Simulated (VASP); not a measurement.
A run of VASP 6.6.1 is set up as follows.

INCAR

```
  ALGO = Normal
  EDIFF = 1E-6
  ENCUT = 600
  GGA = PE
  GGA_COMPAT = F
  ISIF = 2
  ISMEAR = 0
  LASPH = T
  LCHARG = F
  LREAL = F
  LWAVE = F
  NBANDS = 14
  NELM = 120
  PREC = Accurate
  SIGMA = 0.05
```

Contents of KPOINTS:

```
k-points
0
Gamma
  14 14 12
```

POSCAR

```
HfN
1.0
    3.0990149869      0.0000000000      0.0000000000
   -1.5495074934      2.6838257053      0.0000000000
    0.0000000000      0.0000000000      2.9130017211
Hf N
1 1
Direct
    0.0000000000      0.0000000000      0.0000000000
    0.6666666667      0.3333333333      0.5000000000
```

Potentials or basis: VASP PAW PBE potentials, release 64 (Hf_pv, N).

The run is started by

```console
$ cat potpaw_PBE.64/Hf_pv/POTCAR potpaw_PBE.64/N/POTCAR > POTCAR
$ mpirun -np 1 vasp_std > vasp.out
```

Problem. Predict the pressure.

Solution. -2.1 GPa.

Stress tensor (GPa, compression positive):
```
-1.89  0.00  0.00
 0.00 -1.89  0.00
 0.00  0.00 -2.43
```
